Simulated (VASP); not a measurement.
# BiTe4 (I4/mmm) in VASP: a series of runs, part 2 of 3

VASP 6.6.1. Earlier steps stand in the parts before.

## Step 4: Relaxation of cell and atoms, PBE

The input, INCAR:

```
PREC = Accurate
ENCUT = 600
EDIFF = 1E-6
ISMEAR = 0
SIGMA = 0.1
LREAL = F
LASPH = T
NELM = 60
ALGO = Normal
ISIF = 3
LWAVE = F
LCHARG = F
GGA = PE
IBRION = 2
NSW = 90
EDIFFG = -0.04
```

The input, KPOINTS:

```
regular mesh
0
Gamma
  4 4 4
```

The input, POSCAR:

```
BiTe4
1.0
   -2.7575432800      2.7575432800      5.2138146200
    2.7575432800     -2.7575432800      5.2138146200
    2.7575432800      2.7575432800     -5.2138146200
Bi Te
1 4
Direct
    0.0000000000      0.0000000000      0.0000000000
    0.2450000000      0.2450000000      0.0000000000
    0.7550000000      0.7550000000      0.0000000000
    0.5000000000      0.0000000000      0.5000000000
    0.0000000000      0.5000000000      0.5000000000
```

Potentials or basis: VASP PAW PBE potentials, release 64 (Bi_d, Te).

Command:

```console
cat potpaw_PBE.64/Bi_d/POTCAR potpaw_PBE.64/Te/POTCAR > POTCAR
mpirun -np 1 vasp_std > vasp.out
```

OUTCAR:

```text
PREC = Accurate
   ENCUT = 600
   EDIFF = 1E-6
   ISMEAR = 0
   LREAL = F
   LASPH = T
   NELM = 60
   ISIF = 3
   GGA = PE
   IBRION = 2
   NSW = 90
   EDIFFG = -0.04

 ion  position               nearest neighbor table
   1  0.000  0.000  0.000-   2 2.55   3 2.55   4 2.76   5 2.76   5 2.76   4 2.76
   2  0.245  0.245  0.000-   1 2.55
   3  0.755  0.755  0.000-   1 2.55
   4  0.500  0.000  0.500-   1 2.76   1 2.76
   5  0.000  0.500  0.500-   1 2.76   1 2.76

  LATTYP: Found a body centered tetragonal cell.
 ALAT       =     5.5150865600
 C/A-ratio  =     1.8907462515

  Lattice vectors:

 A1 = (  -2.7575432800,   2.7575432800,   5.2138146200)
 A2 = (   2.7575432800,  -2.7575432800,   5.2138146200)
 A3 = (   2.7575432800,   2.7575432800,  -5.2138146200)

Analysis of symmetry for initial positions (statically):
=====================================================================
 Subroutine PRICEL returns:
 Original cell was already a primitive cell.

 Routine SETGRP: Setting up the symmetry group for a
 body centered tetragonal supercell.

 Subroutine GETGRP returns: Found 16 space group operations
 (whereof 16 operations were pure point group operations)
 out of a pool of 16 trial point group operations.

[... 166 lines left out ...]
  Total       12.0297085     12.0297085     19.1691533      0.0000000      0.0000000     -0.0000000
  in kB      121.5361391    121.5361391    193.6659462      0.0000000      0.0000000     -0.0000000
  external PRESSURE =     145.5794081 kB  Pullay stress =       0.0000000 kB
[... 98 lines left out ...]
  FREE ENERGIE OF THE ION-ELECTRON SYSTEM (eV)
  ---------------------------------------------------
  free  energy   TOTEN  =       -13.2800084600 eV

  energy  without entropy=      -13.2297412811  energy(sigma->0) =      -13.25487487

 E-fermi :   5.0467     XC(G=0):  -8.8589

 val. band max:        5.0439999778   @ k =   0.5000   0.2500  -0.0000
 cond. band min:       5.0842807753   @ k =   0.5000   0.2500  -0.0000
 fundamental gap:      0.0402807975
 Fermi energy:         5.0467421828

 k-point     1 :       0.0000    0.0000    0.0000
  band No.  band energies     occupation
      1     -17.9799      2.00000
      2     -17.9692      2.00000
      3     -17.9465      2.00000
      4     -17.9291      2.00000
      5     -17.9291      2.00000
      6      -7.9840      2.00000
[... 327 lines left out ...]
     22       6.2459      0.00000
     23       8.9032      0.00000

[... ionic steps 4 to 21 ...]

--------------------------------------- Ionic step       22  -------------------------------------------

 number of electron      38.9999996 magnetization

------------------------ aborting loop because EDIFF is reached ----------------------------------------
[... 73 lines left out ...]
--------------------------------------- Ionic step       24  -------------------------------------------

 number of electron      38.9999997 magnetization

 Free energy of the ion-electron system (eV)
  ---------------------------------------------------
  ext. energy  EPLUGINS =         0.00000000
  ---------------------------------------------------
  free energy    TOTEN  =       -15.30458437 eV

  energy without entropy =      -15.27270808  energy(sigma->0) =      -15.28864622

 E-fermi :   5.6198     XC(G=0):  -9.0471

 val. band max:        5.5888845638   @ k =   0.5000   0.5000   0.2500
 cond. band min:       5.6481725807   @ k =   0.2500   0.0000  -0.0000
 fundamental gap:      0.0592880169
 Fermi energy:         5.6197891719

 k-point     1 :       0.0000    0.0000    0.0000
  band No.  band energies     occupation
      1     -17.6091      2.00000
      2     -17.5810      2.00000
      3     -17.5444      2.00000
      4     -17.5333      2.00000
      5     -17.5333      2.00000
      6      -7.7003      2.00000
[... 359 lines left out ...]
  FREE ENERGIE OF THE ION-ELECTRON SYSTEM (eV)
  ---------------------------------------------------
  free  energy   TOTEN  =       -15.3045843655 eV

  energy  without entropy=      -15.2727080810  energy(sigma->0) =      -15.28864622

 reached required accuracy - stopping structural energy minimisation
```

OSZICAR:

```text
N       E                     dE             d eps       ncg     rms          rms(c)
DAV:   1     0.323193554076E+03    0.32319E+03   -0.17727E+04   598   0.166E+03
DAV:   2     0.187007760471E+02   -0.30449E+03   -0.29998E+03   654   0.356E+02
DAV:   3    -0.101459032343E+02   -0.28847E+02   -0.28358E+02   745   0.116E+02
[... 261 lines left out ...]
DAV:   1    -0.153075355226E+02   -0.33213E-02   -0.85847E-02   714   0.309E+00    0.308E-01
DAV:   2    -0.153051724076E+02    0.23631E-02   -0.44011E-03   704   0.788E-01    0.131E-01
DAV:   3    -0.153045920955E+02    0.58031E-03   -0.17878E-03   807   0.434E-01    0.259E-02
DAV:   4    -0.153045838896E+02    0.82060E-05   -0.84911E-05   879   0.705E-02    0.419E-02
DAV:   5    -0.153045843655E+02   -0.47588E-06   -0.86316E-06   676   0.214E-02
  24 F= -.15304584E+02 E0= -.15288646E+02  d E =-.347464E-02
```

Run time: 18 min. Hardware: 1 thread of Intel Xeon 6975P-C (Granite Rapids), shared host; peak memory 0.44 GiB.

Results:

```
Free energy                           : -15.3046 eV
Relaxed volume                        : 35.24 Å³/atom
Relaxed cell                          : a = 6.387 Å, b = 6.387 Å, c = 6.387 Å, α = 122.67°, β = 122.67°, γ = 85.43°
Space group after relaxing (to 0.1 Å) : I4/mmm (No. 139)
Energy gained by relaxing             : 828.6 meV/atom
Ionic steps                           : 24
Pressure after relaxing               : 0.0 GPa
Largest force after relaxing          : 0.021 eV/Å
Band gap on the k mesh                : zero (an odd number of electrons rules out a gap without spin polarisation)
```

Forces on the atoms (eV/Å):
```
Bi   0.000  0.000  0.000
Te   0.000  0.000  0.021
Te   0.000  0.000 -0.021
Te   0.000  0.000  0.000
Te   0.000  0.000  0.000
```

Stress tensor (GPa, compression positive):
```
 0.02  0.00  0.00
 0.00  0.02  0.00
 0.00  0.00 -0.12
```

The path:
```
step  energy change (eV)  largest force (eV/Å)  pressure (GPa)  volume (Å³)
   1              0.0000                4.6993           14.56       158.58
   2             -1.5972                0.0605           -3.64       234.07
   3             -2.1184                0.7466           -0.60       200.57
   4             -2.1192                0.7799           -0.53       199.67
   5             -2.1180                0.8476           -0.19       198.01
   6             -2.2694                1.0350           -0.39       197.29
   7             -2.6235                1.8212           -0.47       194.18
   8             -2.0693                4.0519            2.74       183.46
   9             -2.5727                2.5681            0.25       191.26
  10             -2.6142                2.5419            0.15       191.15
  11             -2.7299                2.4509           -0.13       190.81
  12             -2.9245                2.2886           -0.60       190.00
  13             -3.1938                2.1595           -0.81       187.85
  14             -1.5219                5.3206            4.84       181.43
  15             -3.0232                2.4548           -0.38       187.56
  16             -2.9706                1.2665            0.04       184.82
  17             -3.0442                2.1470           -0.22       186.36
  18             -3.4266                1.2606           -0.88       185.71
  19             -3.7896                0.8065           -0.84       184.04
  20             -3.9863                0.4156           -0.92       182.18
  21             -4.1386                0.0436           -0.55       178.58
  22             -4.1395                0.0684           -0.50       178.29
  23             -4.1426                0.0361           -0.16       176.86
  24             -4.1430                0.0214           -0.03       176.22
```

Final structure:
```xyz
5
Lattice="-3.0639 3.0639 4.6929 3.0639 -3.0639 4.6929 3.0639 3.0639 -4.6929" Properties=species:S:1:pos:R:3 pbc="T T T"
Bi    3.0639    3.0639   -4.6929
Te    0.0000    0.0000    3.1728
Te    0.0000    0.0000    6.2130
Te    0.0000    3.0639    0.0000
Te    3.0639    0.0000    0.0000
```

Levels at points of the mesh, in eV from the Fermi level:
```csv
k point,band 15,band 16,band 17,band 18,band 19,band 20,band 21,band 22,band 23
"(0.00, 0.00, 0.00)",-3.40,-3.23,-2.11,-2.03,-2.03,0.44,1.39,1.39,2.88
"(0.50, 0.00, 0.00)",-2.45,-1.59,-1.54,-1.33,-0.61,0.05,0.79,1.04,1.19
"(0.50, 0.50, 0.00)",-2.09,-1.74,-1.48,-1.30,-0.93,-0.81,-0.10,0.44,0.93
"(0.50, 0.50, 0.50)",-2.93,-2.56,-1.38,-1.00,-0.93,-0.93,1.05,1.05,3.80
```

Caveat: spin-orbit coupling is left out, which moves the levels of the heavy elements; an odd number of electrons without spin polarisation forces a metal; a magnetic or distorted state may lie lower.

[end of part 2 of 3]

The gap in the log of VASP goes by the Fermi energy; the results here count the filled bands.